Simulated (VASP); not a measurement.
# KCl (I4/mmm) in VASP: notebook, part 2 of 2

VASP 6.6.1. Earlier steps stand in the parts before.

## Step 3: Single point, PBEsol (strain +0.040 along x and y, +0.000 along z)

INCAR reads:

```
PREC = Accurate
ENCUT = 520
EDIFF = 1E-6
ISMEAR = 0
SIGMA = 0.05
LREAL = False
LASPH = True
NELM = 100
ALGO = Normal
ISIF = 2
LWAVE = False
LCHARG = False
GGA = PS
NBANDS = 15
```

KPOINTS reads:

```
regular mesh
0
Gamma
  6 6 6
```

POSCAR reads:

```
KCl
1.0
    0.0000000000      3.2823440000      3.1561000000
    3.2823440000      0.0000000000      3.1561000000
    3.2823440000      3.2823440000      0.0000000000
K Cl
1 1
Direct
    0.0000000000      0.0000000000      0.0000000000
    0.5000000000      0.5000000000      0.5000000000
```

Potentials or basis: VASP PAW PBE potentials, release 64 (K_sv, Cl).

Command:

```bash
$ cat potpaw_PBE.64/K_sv/POTCAR potpaw_PBE.64/Cl/POTCAR > POTCAR
$ mpirun -np 1 vasp_std > vasp.out
```

OUTCAR:

```text
PREC = Accurate
   ENCUT = 520
   EDIFF = 1E-6
   ISMEAR = 0
   LREAL = False
   LASPH = True
   NELM = 100
   ISIF = 2
   GGA = PS

 ion  position               nearest neighbor table
   1  0.000  0.000  0.000-   2 3.16   2 3.16
   2  0.500  0.500  0.500-   1 3.16   1 3.16

  LATTYP: Found a body centered tetragonal cell.
 ALAT       =     4.6419354012
 C/A-ratio  =     1.3598207331

  Lattice vectors:

 A1 = (   0.0000000000,  -3.2823440000,  -3.1561000000)
 A2 = (   0.0000000000,   3.2823440000,  -3.1561000000)
 A3 = (   3.2823440000,   0.0000000000,   3.1561000000)

Analysis of symmetry for initial positions (statically):
=====================================================================
 Subroutine PRICEL returns:
 Original cell was already a primitive cell.

 Routine SETGRP: Setting up the symmetry group for a
 body centered tetragonal supercell.

 Subroutine GETGRP returns: Found 16 space group operations
 (whereof 16 operations were pure point group operations)
 out of a pool of 16 trial point group operations.

The static configuration has the point symmetry D_4h.

Analysis of symmetry for dynamics (positions and initial velocities):
=====================================================================
 Subroutine PRICEL returns:
 Original cell was already a primitive cell.

 Routine SETGRP: Setting up the symmetry group for a
 body centered tetragonal supercell.

 Subroutine GETGRP returns: Found 16 space group operations
 (whereof 16 operations were pure point group operations)
 out of a pool of 16 trial point group operations.

The dynamic configuration has the point symmetry D_4h.

 Subroutine INISYM returns: Found 16 space group operations
 (whereof 16 operations are pure point group operations),
 and found     1 'primitive' translations

----------------------------------------------------------------------------------------

                                     Primitive cell

  volume of cell :      68.0063

  direct lattice vectors                    reciprocal lattice vectors
     0.000000000  3.282344000  3.156100000    -0.152330164  0.152330164  0.158423371
     3.282344000  0.000000000  3.156100000     0.152330164 -0.152330164  0.158423371
     3.282344000  3.282344000  0.000000000     0.152330164  0.152330164 -0.158423371

  length of vectors
     4.553542505  4.553542505  4.641935401     0.267407782  0.267407782  0.267407782

  position of ions in fractional coordinates (direct lattice)
     0.000000000  0.000000000  0.000000000
     0.500000000  0.500000000  0.500000000

  ion indices of the primitive-cell ions
   primitive index   ion index
                 1           1
                 2           2

----------------------------------------------------------------------------------------

 KPOINTS: regular mesh

Automatic generation of k-mesh.
 Grid dimensions read from file:
 generate k-points for:    6    6    6
[... 24 lines left out ...]
  0.500000  0.000000  0.000000      4.000000
  0.166667  0.166667  0.000000      2.000000
  0.333333  0.166667  0.000000      8.000000
[... 16 lines left out ...]
  0.333333  0.000000  0.333333      4.000000
  0.500000  0.000000  0.333333     16.000000
 [... further k-points ...]
   k-points           NKPTS =     30   k-points in BZ     NKDIM =     30   number of bands    NBANDS=     15
   number of dos      NEDOS =    301   number of ions     NIONS =      2
   total plane-waves  NPLWV =  46656
   dimension x,y,z NGX =    36 NGY =   36 NGZ =   36
   dimension x,y,z NGXF=    72 NGYF=   72 NGZF=   72
   ions per type =               1   1
   NGX,Y,Z   is equivalent  to a cutoff of  13.14, 13.14, 12.89 a.u.
   NGXF,Y,Z  is equivalent  to a cutoff of  26.29, 26.29, 25.79 a.u.
 SYSTEM =  unknown system
   PREC   = accura    normal or accurate (medium, high low for compatibility)
   ISTART =      0    job   : 0-new  1-cont  2-samecut
   ICHARG =      2    charge: 1-file 2-atom 10-const
   ISPIN  =      1    spin polarized calculation?
   LNONCOLLINEAR =      F non collinear calculations
   LSORBIT =      F    spin-orbit coupling
   LASPH  =      T    aspherical Exc in radial PAW
   ENCUT  =  520.0 eV  38.22 Ry    6.18 a.u.   8.47  8.47  8.63*2*pi/ulx,y,z
   NELM   =    100;   NELMIN=  2; NELMDL= -5     # of ELM steps
   EDIFF  = 0.1E-05   stopping-criterion for ELM
   LREAL  =      F    real-space projection
   EDIFFG = 0.1E-04   stopping-criterion for IOM
   NSW    =      0    number of steps for IOM
   IBRION =     -1    ionic relax: 0-MD 1-quasi-New 2-CG
   NFREE  =      0    steps in history (QN), initial steepest desc. (CG)
   ISIF   =      2    stress and relaxation
   ISYM   =      2    0-nonsym 1-usesym 2-fastsym
   POTIM  = 0.5000    time-step for ionic-motion
   TEBEG  =    0.0;   TEEND  =   0.0 temperature during run
   PSTRESS=    0.0 pullay stress
   NELECT =      16.0000    total number of electrons
   NUPDOWN=      -1.0000    fix difference up-down
   EMIN   =  10.00;   EMAX   =-10.00  energy-range for DOS
   EFERMI =   0.00;   METHOD = LEGACY
   ISMEAR =     0;   SIGMA  =   0.05  broadening in eV -4-tet -1-fermi 0-gaus
   EFERMI_NEDOS =   21; number of points for ismear=-14 and -15
   IALGO  =     38    algorithm
   IMIX   =      4    mixing-type and parameters
     AMIX     =   0.40;   BMIX     =  1.00
     AMIX_MAG =   1.60;   BMIX_MAG =  1.00
  volume/ion in A,a.u.               =      34.00       229.46
  Fermi-wavevector in a.u.,A,eV,Ry     =   1.010645  1.909842 13.897028  1.021403
  Thomas-Fermi vector in A             =   2.143646
   LORBIT       =      0    0 simple, 1 ext, 2 COOP (PROOUT), +10 PAW based schemes
   GGA     = PS    functional components
   LHFCALC =     F    Hartree Fock is set to
   AEXX    =    0.0000 exact exchange contribution
   IVDW    =     0    specifies the selected vdW correction
   LEPSILON=     F    determine dielectric tensor
   LRPA    =     F    only Hartree local field effects (RPA)
 non-spin polarized calculation
 Gauss-broadening in eV      SIGMA  =   0.05
  energy-cutoff  :      520.00
  volume of cell :       68.01
 maximum number of plane-waves:      1851
 NGX is ok and might be reduce to    36
   NGX = 17   NGY = 17   NGZ = 17

 number of electron      16.0000001 magnetization

 Free energy of the ion-electron system (eV)
  ---------------------------------------------------
  ext. energy  EPLUGINS =         0.00000000
  ---------------------------------------------------
  free energy    TOTEN  =        -6.98307424 eV

  energy without entropy =       -6.98307424  energy(sigma->0) =       -6.98307424

 E-fermi :  -1.9269     XC(G=0):  -7.3443

 val. band max:       -2.2165399774   @ k =   0.0000   0.0000   0.0000
 cond. band min:       2.5348923153   @ k =   0.0000   0.0000   0.0000
 fundamental gap:      4.7514322927
 Fermi energy:        -1.9268548612

 k-point     1 :       0.0000    0.0000    0.0000
  band No.  band energies     occupation
      1     -29.4891      2.00000
      2     -14.2248      2.00000
      3     -13.0143      2.00000
      4     -13.0143      2.00000
      5     -13.0107      2.00000
      6      -2.2286      2.00000
      7      -2.2286      2.00000
      8      -2.2165      2.00000
      9       2.5349      0.00000
     10       5.9476      0.00000
     11       5.9476      0.00000
     12       6.1865      0.00000
     13       6.7648      0.00000
     14       6.9534      0.00000
[... 401 lines left out ...]
      2     -14.2142      2.00000
      3     -13.0859      2.00000
      4     -13.0424      2.00000
      5     -12.9893      2.00000
      6      -2.8444      2.00000
      7      -2.5440      2.00000
      8      -2.4382      2.00000
      9       4.6572      0.00000
     10       5.6069      0.00000
     11       7.1028      0.00000
     12       7.9173      0.00000
     13       7.9778      0.00000
     14       8.7755      0.00000
     15       9.1357      0.00000

 [... further k-points ...]

------------------------ aborting loop because EDIFF is reached ----------------------------------------

  FORCE on cell =-STRESS in cart. coord.  units (eV):
  Direction    XX          YY          ZZ          XY          YZ          ZX
  --------------------------------------------------------------------------------------
  -------------------------------------------------------------------------------------
  Total       -0.7435271     -0.7435271     -0.3968168      0.0000000      0.0000000      0.0000000
  in kB      -17.5169484    -17.5169484     -9.3487093      0.0000000      0.0000000      0.0000000
  external PRESSURE =     -14.7942020 kB  Pullay stress =       0.0000000 kB

 VOLUME and BASIS-vectors are now :
 -----------------------------------------------------------------------------
  energy-cutoff  :      520.00
  volume of cell :       68.01
      direct lattice vectors                 reciprocal lattice vectors
     0.000000000  3.282344000  3.156100000    -0.152330164  0.152330164  0.158423371
     3.282344000  0.000000000  3.156100000     0.152330164 -0.152330164  0.158423371
     3.282344000  3.282344000  0.000000000     0.152330164  0.152330164 -0.158423371

 POSITION                                       TOTAL-FORCE (eV/Angst)
 -----------------------------------------------------------------------------------
      0.00000      0.00000      0.00000         0.000000      0.000000      0.000000
      3.28234      3.28234      3.15610         0.000000     -0.000000     -0.000000
 -----------------------------------------------------------------------------------
    total drift:                                0.000000      0.000000      0.000000

  FREE ENERGIE OF THE ION-ELECTRON SYSTEM (eV)
  ---------------------------------------------------
  free  energy   TOTEN  =        -6.9830742411 eV

  energy  without entropy=       -6.9830742411  energy(sigma->0) =       -6.98307424
```

OSZICAR:

```text
N       E                     dE             d eps       ncg     rms          rms(c)
DAV:   1     0.100428070299E+03    0.10043E+03   -0.70253E+03   900   0.946E+02
DAV:   2    -0.871821348645E+00   -0.10130E+03   -0.93813E+02  1169   0.233E+02
DAV:   3    -0.702001141478E+01   -0.61482E+01   -0.61193E+01  1257   0.507E+01
DAV:   4    -0.725583488421E+01   -0.23582E+00   -0.23577E+00  1404   0.893E+00
DAV:   5    -0.725760791184E+01   -0.17730E-02   -0.17730E-02  1264   0.851E-01    0.288E+00
DAV:   6    -0.698635909914E+01    0.27125E+00   -0.38656E-01  1152   0.314E+00    0.233E+00
DAV:   7    -0.697023111080E+01    0.16128E-01   -0.85507E-02  1215   0.167E+00    0.139E+00
DAV:   8    -0.698169838331E+01   -0.11467E-01   -0.17599E-02  1239   0.944E-01    0.203E-01
DAV:   9    -0.698241249917E+01   -0.71412E-03   -0.11243E-03  1187   0.207E-01    0.979E-02
DAV:  10    -0.698305582591E+01   -0.64333E-03   -0.62402E-04   998   0.155E-01    0.252E-02
DAV:  11    -0.698307084525E+01   -0.15019E-04   -0.38623E-05  1244   0.373E-02    0.205E-02
DAV:  12    -0.698307387840E+01   -0.30331E-05   -0.13132E-05  1054   0.181E-02    0.563E-03
DAV:  13    -0.698307424108E+01   -0.36268E-06   -0.10920E-06  1025   0.668E-03
   1 F= -.69830742E+01 E0= -.69830742E+01  d E =-.385083E-18
```

stdout:

```text
POSCAR found type information on POSCAR K Cl
 POSCAR found :  2 types and       2 ions
 scaLAPACK will be used
 -----------------------------------------------------------------------------
|                                                                             |
|                                                                             |
|     You enforced a specific xc type in the INCAR file but a different       |
|     I HOPE YOU KNOW WHAT YOU ARE DOING!                                     |
|                                                                             |
 -----------------------------------------------------------------------------

 LDA part: xc-table for (Slater+PW92), standard interpolation
 POSCAR, INCAR and KPOINTS ok, starting setup
 FFT: planning ... GRIDC
 FFT: planning ... GRID_SOFT
 FFT: planning ... GRID
 WAVECAR not read
 entering main loop
```

Wall time 27 s (1 thread of Intel Xeon Platinum 8488C (Sapphire Rapids), shared host); peak memory 0.21 GiB.

What came out:

* Free energy: -6.9831 eV
* Pressure: -1.5 GPa
* Band gap on the k mesh: 4.75 eV, direct

Stress tensor (GPa, compression positive):
```
-1.75  0.00  0.00
 0.00 -1.75  0.00
 0.00  0.00 -0.93
```

Levels at points of the mesh, in eV from the valence-band top:
| k point | band 4 | band 5 | band 6 | band 7 | band 8 | band 9 | band 10 | band 11 | band 12 | band 13 |
| --- | --- | --- | --- | --- | --- | --- | --- | --- | --- | --- |
| (0.00, 0.00, 0.00) | -10.80 | -10.79 | -0.01 | -0.01 | 0.00 | 4.75 | 8.16 | 8.16 | 8.40 | 8.98 |
| (0.50, 0.00, 0.00) | -10.80 | -10.59 | -0.95 | -0.28 | -0.28 | 7.18 | 8.13 | 10.15 | 10.23 | 10.82 |
| (0.50, 0.50, 0.00) | -10.84 | -10.84 | -0.59 | -0.24 | -0.24 | 6.43 | 7.90 | 9.57 | 10.06 | 10.22 |
| (0.50, 0.00, 0.50) | -10.84 | -10.83 | -0.64 | -0.21 | -0.20 | 6.49 | 7.82 | 9.33 | 9.98 | 10.21 |

Caveat: the cell differs from its parent crystal (strain +0.040 along x and y, +0.000 along z); the PAW data sets were made with another functional, which shifts forces and pressure a little.
